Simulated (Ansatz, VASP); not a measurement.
**Two plane-wave programs on Nb**

The input INCAR:

```
SYSTEM = Nb
  ALGO = Fast
  EDIFF = 1E-7
  ENCUT = 520
  GGA = PS
  ISIF = 2
  ISMEAR = 0
  LASPH = .True.
  LCHARG = .False.
  LREAL = .False.
  LWAVE = .False.
  NBANDS = 12
  NELM = 80
  PREC = Accurate
  SIGMA = 0.15
```

The input KPOINTS:

```
k-points
0
Gamma
  20 20 20
  0 0 0
```

File POSCAR:

```
Nb
1.0
   -1.6389907500      1.6389907500      1.6389907500
    1.6389907500     -1.6389907500      1.6389907500
    1.6389907500      1.6389907500     -1.6389907500
Nb
1
Direct
    0.0000000000      0.0000000000      0.0000000000
```

Input for Ansatz:

```yaml
crystal:
  lattice:
    - [-1.63899075, 1.63899075, 1.63899075]
    - [1.63899075, -1.63899075, 1.63899075]
    - [1.63899075, 1.63899075, -1.63899075]
  atoms:
    - { symbol: Nb, position: [0.0, 0.0, 0.0] }
basis:
  ecutwfc: 420
kpoints:
  mp_grid: { grid: [20, 20, 20] }
hamiltonian:
  xc: pbesol
scf:
  occupations: { method: gaussian, width: 0.15 }
output:
  forces: true
  stress: true
  eigenvalues: true
```

Change from the starting cell: strain -0.015 along x and y, -0.015 along z, atoms carried along.

Alike in both runs: task single point; functional PBEsol; k mesh 20 × 20 × 20; occupations gaussian, width 0.15 eV; no spin polarisation.

```csv
,VASP,Ansatz
version,VASP 6.6.1,Ansatz 0.2.0
potentials or method,"VASP PAW PBE potentials, release 64 (Nb_sv), cutoff 520 eV","scalar-relativistic, plane waves, PAW"
valence electrons in the cell,13,13
```

|  | VASP | Ansatz | Ansatz less VASP |
| --- | --- | --- | --- |
| gap on the k mesh at the Fermi level (eV) | none | none | - |
| pressure (GPa) | -1.4 | -1.1 | +0.28 |

VASP's potentials were made for PBE, not for PBEsol. A gap of «none» marks a metal or a gap that the smearing closes.
